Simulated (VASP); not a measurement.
# SiO2 (P6_222) in VASP: further runs

The runs below take SiO2 through single point, with PBE.

Program: VASP 6.6.1. These are calculated values, not measurements. Logs are shortened: lines on timing, memory, paths and dates and some standing lists are left out, and cuts for length are marked.

### 1 The cell of the first run

It takes space group P6_222 (No. 180, hexagonal). Conventional cell: a = 5.010 Å, b = 5.010 Å, c = 5.470 Å, α = 90.00°, β = 90.00°, γ = 120.00°. Si (site symmetry 222) has 4 O at 1.58 Å within 2.1 Å. O (site symmetry 2) has 2 Si at 1.58 Å within 2.1 Å.

### 2 Single point, PBE

INCAR reads:

```
SYSTEM = SiO2
PREC = Accurate ; ENCUT = 520
EDIFF = 1E-7 ; ISMEAR = -1
SIGMA = 0.03 ; LREAL = .FALSE.
LASPH = .TRUE. ; NELM = 100
ALGO = Normal ; ISIF = 2
LWAVE = .FALSE. ; LCHARG = .TRUE.
GGA = PE ; LELF = .TRUE.
LVHAR = .TRUE. ; NBANDS = 34
```

KPOINTS reads:

```
Automatic mesh
0
G
  5 5 4
  0 0 0
```

POSCAR reads:

```
SiO2
1.0
    5.0100011800      0.0000000000      0.0000000000
   -2.5050005900      4.3387883000      0.0000000000
    0.0000000000      0.0000000000      5.4700000000
Si O
3 6
Direct
    0.5000000000      0.0000000000      0.0000000000
    0.5000000000      0.5000000000      0.3333333300
    0.0000000000      0.5000000000      0.6666666700
    0.4246000000      0.2123000000      0.1666666700
    0.2123000000      0.4246000000      0.5000000000
    0.7877000000      0.2123000000      0.8333333300
    0.5754000000      0.7877000000      0.1666666700
    0.7877000000      0.5754000000      0.5000000000
    0.2123000000      0.7877000000      0.8333333300
```

Potentials or basis: VASP PAW PBE potentials, release 64 (Si, O).

The run is started by

```bash
$ cat potpaw_PBE.64/Si/POTCAR potpaw_PBE.64/O/POTCAR > POTCAR
$ mpirun -np 1 vasp_std > vasp.out
```

OUTCAR:

```text
SYSTEM = SiO2
   PREC = Accurate
   ENCUT = 520
   EDIFF = 1E-7
   ISMEAR = -1
   LREAL = .FALSE.
   LASPH = .TRUE.
   NELM = 100
   ISIF = 2
   GGA = PE

 ion  position               nearest neighbor table
   1  0.500  0.000  0.000-   4 1.58   6 1.58   7 1.58   9 1.58   2 3.10   3 3.10   2 3.10   3 3.10

   2  0.500  0.500  0.333-   4 1.58   7 1.58   5 1.58   8 1.58   1 3.10   1 3.10   3 3.10   3 3.10

   3  0.000  0.500  0.667-   6 1.58   9 1.58   8 1.58   5 1.58   1 3.10   1 3.10   2 3.10   2 3.10

   4  0.425  0.212  0.167-   2 1.58   1 1.58
   5  0.212  0.425  0.500-   2 1.58   3 1.58
   6  0.788  0.212  0.833-   3 1.58   1 1.58
   7  0.575  0.788  0.167-   2 1.58   1 1.58
   8  0.788  0.575  0.500-   2 1.58   3 1.58
   9  0.212  0.788  0.833-   3 1.58   1 1.58

  LATTYP: Found a hexagonal cell.
 ALAT       =     5.0100011800
 C/A-ratio  =     1.0918161101

  Lattice vectors:

 A1 = (   5.0100011800,   0.0000000000,   0.0000000000)
 A2 = (  -2.5050005900,   4.3387883000,   0.0000000000)
 A3 = (   0.0000000000,   0.0000000000,   5.4700000000)

Analysis of symmetry for initial positions (statically):
=====================================================================
 Subroutine PRICEL returns:
 Original cell was already a primitive cell.

 Routine SETGRP: Setting up the symmetry group for a
 hexagonal supercell.

 Subroutine GETGRP returns: Found 12 space group operations
 (whereof  4 operations were pure point group operations)
 out of a pool of 24 trial point group operations.

The static configuration has the point symmetry D_2 .
 The point group associated with its full space group is D_6 .

Analysis of symmetry for dynamics (positions and initial velocities):
=====================================================================
 Subroutine PRICEL returns:
 Original cell was already a primitive cell.

 Routine SETGRP: Setting up the symmetry group for a
 hexagonal supercell.

 Subroutine GETGRP returns: Found 12 space group operations
 (whereof  4 operations were pure point group operations)
 out of a pool of 24 trial point group operations.

The dynamic configuration has the point symmetry D_2 .
 The point group associated with its full space group is D_6 .

 Subroutine INISYM returns: Found 12 space group operations
 (whereof  4 operations are pure point group operations),
 and found     1 'primitive' translations

----------------------------------------------------------------------------------------

                                     Primitive cell

  volume of cell :     118.9032

  direct lattice vectors                    reciprocal lattice vectors
     5.010001180  0.000000000  0.000000000     0.199600751  0.115239547  0.000000000
    -2.505000590  4.338788300  0.000000000     0.000000000  0.230479095  0.000000000
     0.000000000  0.000000000  5.470000000     0.000000000  0.000000000  0.182815356

  length of vectors
     5.010001180  5.010001184  5.470000000     0.230479095  0.230479095  0.182815356

  position of ions in fractional coordinates (direct lattice)
     0.500000000  0.000000000  0.000000000
     0.500000000  0.500000000  0.333333330
     0.000000000  0.500000000  0.666666670
     0.424600000  0.212300000  0.166666670
     0.212300000  0.424600000  0.500000000
     0.787700000  0.212300000  0.833333330
     0.575400000  0.787700000  0.166666670
     0.787700000  0.575400000  0.500000000
     0.212300000  0.787700000  0.833333330

  ion indices of the primitive-cell ions
   primitive index   ion index
                 1           1
                 2           2
                 3           3
                 4           4
                 5           5
                 6           6
                 7           7
                 8           8
                 9           9

----------------------------------------------------------------------------------------

 KPOINTS: Automatic mesh

Automatic generation of k-mesh.
 Grid dimensions read from file:
 generate k-points for:    5    5    4

 Generating k-lattice:

  Cartesian coordinates                     Fractional coordinates (reciprocal lattice)
     0.039920150  0.023047909  0.000000000     0.200000000  0.000000000  0.000000000
     0.000000000  0.046095819  0.000000000     0.000000000  0.200000000  0.000000000
     0.000000000  0.000000000  0.045703839     0.000000000  0.000000000  0.250000000

  Length of vectors
     0.046095819  0.046095819  0.045703839

  Shift w.r.t. Gamma in fractional coordinates (k-lattice)
     0.000000000  0.000000000  0.000000000

 Subroutine IBZKPT returns following result:
 ===========================================

 Found     15 irreducible k-points:

 Following reciprocal coordinates:
            Coordinates               Weight
  0.000000  0.000000  0.000000      1.000000
  0.200000 -0.000000  0.000000      6.000000
  0.400000 -0.000000  0.000000      6.000000
  0.200000  0.200000  0.000000      6.000000
  0.400000  0.200000  0.000000      6.000000
  0.000000  0.000000  0.250000      2.000000
  0.200000 -0.000000  0.250000     12.000000
  0.400000 -0.000000  0.250000     12.000000
  0.200000  0.200000  0.250000     12.000000
  0.400000  0.200000  0.250000     12.000000
  0.000000  0.000000  0.500000      1.000000
  0.200000 -0.000000  0.500000      6.000000
  0.400000 -0.000000  0.500000      6.000000
  0.200000  0.200000  0.500000      6.000000
  0.400000  0.200000  0.500000      6.000000
   k-points           NKPTS =     15   k-points in BZ     NKDIM =     15   number of bands    NBANDS=     34
   number of dos      NEDOS =    301   number of ions     NIONS =      9
   total plane-waves  NPLWV =  67200
   dimension x,y,z NGX =    40 NGY =   40 NGZ =   42
   dimension x,y,z NGXF=    80 NGYF=   80 NGZF=   84
   ions per type =               3   6
   NGX,Y,Z   is equivalent  to a cutoff of  13.27, 13.27, 12.76 a.u.
   NGXF,Y,Z  is equivalent  to a cutoff of  26.55, 26.55, 25.53 a.u.
 SYSTEM =  SiO2
   PREC   = accura    normal or accurate (medium, high low for compatibility)
   ISTART =      0    job   : 0-new  1-cont  2-samecut
   ICHARG =      2    charge: 1-file 2-atom 10-const
   ISPIN  =      1    spin polarized calculation?
   LNONCOLLINEAR =      F non collinear calculations
   LSORBIT =      F    spin-orbit coupling
   LASPH  =      T    aspherical Exc in radial PAW
   ENCUT  =  520.0 eV  38.22 Ry    6.18 a.u.   9.32  9.32 10.17*2*pi/ulx,y,z
   NELM   =    100;   NELMIN=  2; NELMDL= -5     # of ELM steps
   EDIFF  = 0.1E-06   stopping-criterion for ELM
   LREAL  =      F    real-space projection
   EDIFFG = 0.1E-05   stopping-criterion for IOM
   NSW    =      0    number of steps for IOM
   IBRION =     -1    ionic relax: 0-MD 1-quasi-New 2-CG
   NFREE  =      0    steps in history (QN), initial steepest desc. (CG)
   ISIF   =      2    stress and relaxation
   ISYM   =      2    0-nonsym 1-usesym 2-fastsym
   POTIM  = 0.5000    time-step for ionic-motion
   TEBEG  =    0.0;   TEEND  =   0.0 temperature during run
   PSTRESS=    0.0 pullay stress
   NELECT =      48.0000    total number of electrons
   NUPDOWN=      -1.0000    fix difference up-down
   EMIN   =  10.00;   EMAX   =-10.00  energy-range for DOS
   EFERMI =   0.00;   METHOD = LEGACY
   ISMEAR =    -1;   SIGMA  =   0.03  broadening in eV -4-tet -1-fermi 0-gaus
   EFERMI_NEDOS =   21; number of points for ismear=-14 and -15
   IALGO  =     38    algorithm
   IMIX   =      4    mixing-type and parameters
     AMIX     =   0.40;   BMIX     =  1.00
     AMIX_MAG =   1.60;   BMIX_MAG =  1.00
  volume/ion in A,a.u.               =      13.21        89.16
  Fermi-wavevector in a.u.,A,eV,Ry     =   1.209922  2.286421 19.917722  1.463911
  Thomas-Fermi vector in A             =   2.345485
   LORBIT       =      0    0 simple, 1 ext, 2 COOP (PROOUT), +10 PAW based schemes
   GGA     = PE    functional components
   LHFCALC =     F    Hartree Fock is set to
   AEXX    =    0.0000 exact exchange contribution
   IVDW    =     0    specifies the selected vdW correction
   LEPSILON=     F    determine dielectric tensor
   LRPA    =     F    only Hartree local field effects (RPA)
 non-spin polarized calculation
  energy-cutoff  :      520.00
  volume of cell :      118.90
 maximum number of plane-waves:      3248
 NGX is ok and might be reduce to    40
   NGX = 19   NGY = 19   NGZ = 21

 number of electron      48.0000040 magnetization

 Free energy of the ion-electron system (eV)
  ---------------------------------------------------
  ext. energy  EPLUGINS =         0.00000000
  ---------------------------------------------------
  free energy    TOTEN  =       -70.72279296 eV

  energy without entropy =      -70.72279296  energy(sigma->0) =      -70.72279296

 E-fermi :   1.4930     XC(G=0):  -8.8255

 val. band max:        0.7776890686   @ k =   0.0000   0.0000   0.5000
 cond. band min:       6.7275035809   @ k =   0.0000   0.0000   0.0000
 fundamental gap:      5.9498145124
 Fermi energy:         1.4930244651

 k-point     1 :       0.0000    0.0000    0.0000
  band No.  band energies     occupation
      1     -18.9050      2.00000
      2     -17.3650      2.00000
      3     -17.3650      2.00000
      4     -16.7928      2.00000
      5     -16.6411      2.00000
      6     -16.6411      2.00000
[... 26 lines left out ...]
     33      14.3028      0.00000
     34      14.3043      0.00000

 k-point     2 :       0.2000   -0.0000    0.0000
  band No.  band energies     occupation
      1     -18.7956      2.00000
      2     -17.5231      2.00000
      3     -17.3482      2.00000
      4     -16.7750      2.00000
      5     -16.6640      2.00000
      6     -16.6623      2.00000
[... 26 lines left out ...]
     33      14.0618      0.00000
     34      14.3330      0.00000

 k-point     3 :       0.4000   -0.0000    0.0000
  band No.  band energies     occupation
      1     -18.5267      2.00000
      2     -17.8695      2.00000
      3     -17.3189      2.00000
      4     -16.7478      2.00000
      5     -16.6986      2.00000
      6     -16.6974      2.00000
[... 26 lines left out ...]
     33      13.2007      0.00000
     34      13.5540      0.00000

 k-point     4 :       0.2000    0.2000    0.0000
  band No.  band energies     occupation
      1     -18.5968      2.00000
      2     -17.7792      2.00000
      3     -17.3327      2.00000
      4     -16.7536      2.00000
      5     -16.6947      2.00000
      6     -16.6847      2.00000
[... 26 lines left out ...]
     33      13.3550      0.00000
     34      13.5455      0.00000

 k-point     5 :       0.4000    0.2000    0.0000
  band No.  band energies     occupation
      1     -18.3562      2.00000
      2     -18.0538      2.00000
      3     -17.3255      2.00000
      4     -16.7382      2.00000
      5     -16.7072      2.00000
      6     -16.7048      2.00000
[... 288 lines left out ...]
 k-point    13 :       0.4000   -0.0000    0.5000
  band No.  band energies     occupation
      1     -18.3939      2.00000
      2     -18.0355      2.00000
      3     -17.3395      2.00000
      4     -16.7731      2.00000
      5     -16.6689      2.00000
      6     -16.6552      2.00000
[... 26 lines left out ...]
     33      12.6882      0.00000
     34      12.8132      0.00000

 k-point    14 :       0.2000    0.2000    0.5000
  band No.  band energies     occupation
      1     -18.3972      2.00000
      2     -18.1195      2.00000
      3     -17.2309      2.00000
      4     -16.7706      2.00000
      5     -16.6709      2.00000
      6     -16.6516      2.00000
[... 26 lines left out ...]
     33      12.7690      0.00000
     34      13.2047      0.00000

 k-point    15 :       0.4000    0.2000    0.5000
  band No.  band energies     occupation
      1     -18.3764      2.00000
      2     -17.8579      2.00000
      3     -17.5465      2.00000
      4     -16.7868      2.00000
      5     -16.6708      2.00000
      6     -16.6684      2.00000
[... 26 lines left out ...]
     33      12.1638      0.00000
     34      12.6924      0.00000

------------------------ aborting loop because EDIFF is reached ----------------------------------------

  FORCE on cell =-STRESS in cart. coord.  units (eV):
  Direction    XX          YY          ZZ          XY          YZ          ZX
  --------------------------------------------------------------------------------------
  -------------------------------------------------------------------------------------
  Total       10.5089382     10.5089382     10.5101506      0.0000000     -0.0000000      0.0000000
  in kB      141.6040928    141.6040932    141.6204290      0.0000000     -0.0000000      0.0000000
  external PRESSURE =     141.6095383 kB  Pullay stress =       0.0000000 kB

 VOLUME and BASIS-vectors are now :
 -----------------------------------------------------------------------------
  energy-cutoff  :      520.00
  volume of cell :      118.90
      direct lattice vectors                 reciprocal lattice vectors
     5.010001180  0.000000000  0.000000000     0.199600751  0.115239547  0.000000000
    -2.505000590  4.338788300  0.000000000     0.000000000  0.230479095  0.000000000
     0.000000000  0.000000000  5.470000000     0.000000000  0.000000000  0.182815356

 POSITION                                       TOTAL-FORCE (eV/Angst)
 -----------------------------------------------------------------------------------
      2.50500      0.00000      0.00000         0.000000      0.000000     -0.000000
      1.25250      2.16939      1.82333         0.000000      0.000000     -0.000000
     -1.25250      2.16939      3.64667         0.000000      0.000000     -0.000000
      1.59543      0.92112      0.91167        -0.730780     -0.421916      0.000000
      0.00000      1.84225      2.73500         0.000000     -0.843832      0.000000
      3.41457      0.92112      4.55833         0.730780     -0.421916      0.000000
      0.90957      3.41766      0.91167         0.730780      0.421916      0.000000
      2.50500      2.49654      2.73500         0.000000      0.843832      0.000000
     -0.90957      3.41766      4.55833        -0.730780      0.421916     -0.000000
 -----------------------------------------------------------------------------------
    total drift:                                0.000000     -0.000000      0.000068

  FREE ENERGIE OF THE ION-ELECTRON SYSTEM (eV)
  ---------------------------------------------------
  free  energy   TOTEN  =       -70.7227929559 eV

  energy  without entropy=      -70.7227929559  energy(sigma->0) =      -70.72279296
```

It took 2.1 min on 1 thread of Intel Xeon 8259CL, shared host; peak memory 0.25 GiB.

Results:

```
Free energy            : -70.7228 eV
Pressure               : 14.2 GPa
Largest force          : 0.844 eV/Å
Band gap on the k mesh : 5.95 eV (least direct gap 6.18 eV)
```

Forces on the atoms (eV/Å):
```
Si   0.000  0.000  0.000
Si   0.000  0.000  0.000
Si   0.000  0.000  0.000
O   -0.731 -0.422  0.000
O    0.000 -0.844  0.000
O    0.731 -0.422  0.000
O    0.731  0.422  0.000
O    0.000  0.844  0.000
O   -0.731  0.422  0.000
```

Caveat: the cell stands under pressure; an odd mesh through Γ misses points on the zone boundary, where band edges can lie.

### 3 Single point, PBE

INCAR reads:

```
PREC = Accurate ; ENCUT = 520
EDIFF = 1E-6 ; ISMEAR = -1
SIGMA = 0.01 ; LREAL = F
LASPH = T ; NELM = 60
ALGO = Normal ; ISIF = 2
LWAVE = F ; LCHARG = F
GGA = PE ; NBANDS = 34
```

KPOINTS reads:

```
Automatic mesh
0
Gamma
  5 5 4
```

POSCAR is that of step 2.

Potentials or basis: VASP PAW PBE potentials, release 64 (Si, O).

The run is started by

```bash
$ cat potpaw_PBE.64/Si/POTCAR potpaw_PBE.64/O/POTCAR > POTCAR
$ mpirun -np 1 vasp_std > vasp.out
```

It took 87 s on 1 thread of Intel Xeon 8259CL, shared host; peak memory 0.25 GiB.

Results (log left out):

```
Free energy            : -70.7228 eV
Pressure               : 14.2 GPa
Largest force          : 0.844 eV/Å
Band gap on the k mesh : 5.95 eV (least direct gap 6.18 eV)
```

Forces in eV/Å, atoms in the order of the input:
```
Si   0.000  0.000  0.000
Si   0.000  0.000  0.000
Si   0.000  0.000  0.000
O   -0.731 -0.422  0.000
O    0.000 -0.844  0.000
O    0.731 -0.422  0.000
O    0.731  0.422  0.000
O    0.000  0.844  0.000
O   -0.731  0.422  0.000
```

Levels at points of the mesh, in eV from the valence-band top:
```tsv
k point	band 20	band 21	band 22	band 23	band 24	band 25	band 26	band 27	band 28	band 29
(0.00, 0.00, 0.00)	-0.98	-0.98	-0.47	-0.47	-0.23	5.95	9.20	9.20	9.34	9.34
(0.00, 0.00, 0.50)	-2.00	-1.16	-0.28	0.00	0.00	7.78	7.78	8.71	9.87	9.87
```

Caveat: the cell stands under pressure; an odd mesh through Γ misses points on the zone boundary, where band edges can lie.
